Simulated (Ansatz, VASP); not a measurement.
Two plane-wave programs on TiSi2

The input POSCAR:

```
TiSi2
1.0
    0.0000000000      4.1180000000      4.2615000000
    2.3865000000      0.0000000000      4.2615000000
    2.3865000000      4.1180000000      0.0000000000
Ti Si
2 4
Direct
    0.7500000000      0.7500000000      0.7500000000
    0.5000000000      0.5000000000      0.5000000000
    0.0830000000      0.4170000000      0.0830000000
    0.4170000000      0.0830000000      0.4170000000
    0.1670000000      0.8330000000      0.1670000000
    0.8330000000      0.1670000000      0.8330000000
```

Contents of INCAR.step1:

```
SYSTEM = TiSi2
PREC = Accurate
ENCUT = 520
ISMEAR = 0
SIGMA = 0.1
LREAL = .FALSE.
LASPH = .TRUE.
NELM = 100
NBANDS = 29
GGA = PE
ALGO = Normal
EDIFF = 1E-4
LWAVE = .TRUE.
LCHARG = .FALSE.
```

Contents of INCAR.step2:

```
SYSTEM = TiSi2
PREC = Accurate
ENCUT = 520
EDIFF = 1E-6
ISMEAR = 0
SIGMA = 0.1
LREAL = .FALSE.
LASPH = .TRUE.
NELM = 100
ALGO = Normal
ISIF = 2
LWAVE = .FALSE.
LCHARG = .FALSE.
METAGGA = R2SCAN
LMIXTAU = .TRUE.
NBANDS = 29
ISTART = 1
```

KPOINTS

```
regular mesh
0
G
  6 6 6
  0 0 0
```

Input for Ansatz:

```yaml
crystal:
  lattice:
    - [0.0, 4.118, 4.2615]
    - [2.3865, 0.0, 4.2615]
    - [2.3865, 4.118, 0.0]
  atoms:
    - { symbol: Ti, position: [0.75, 0.75, 0.75] }
    - { symbol: Ti, position: [0.5, 0.5, 0.5] }
    - { symbol: Si, position: [0.083, 0.417, 0.083] }
    - { symbol: Si, position: [0.417, 0.083, 0.417] }
    - { symbol: Si, position: [0.167, 0.833, 0.167] }
    - { symbol: Si, position: [0.833, 0.167, 0.833] }
basis:
  ecutwfc: 500
kpoints:
  mp_grid: { grid: [6, 6, 6] }
hamiltonian:
  xc: r2scan
scf:
  occupations: { method: gaussian, width: 0.1 }
output:
  forces: true
  stress: true
  eigenvalues: true
```

Alike in both runs: task single point; functional r2SCAN; k mesh 6 × 6 × 6; occupations gaussian, width 0.1 eV; no spin polarisation.

```csv
,VASP,Ansatz
version,VASP 6.6.1,Ansatz 0.2.0
potentials or method,"VASP PAW PBE potentials, release 64 (Ti_sv, Si), cutoff 520 eV","scalar-relativistic, plane waves, PAW"
valence electrons in the cell,40,40
```

```tsv
	VASP	Ansatz	Ansatz less VASP
gap on the k mesh at the Fermi level (eV)	none	none	-
pressure (GPa)	0.3	0.0	-0.31
traceless stress, the component that is largest in VASP (GPa)	-1.51	-1.45	+0.063
rms of the force components (eV/Å)	0.096	0.093	-0.0033
```

VASP's potentials were made for PBE, not for r2SCAN. Atom by atom the forces differ by 0.003 eV/Å (rms over components). A gap of «none» marks a metal or a gap that the smearing closes. The functional is the same, so the differences come from potentials, cutoffs and numerics.
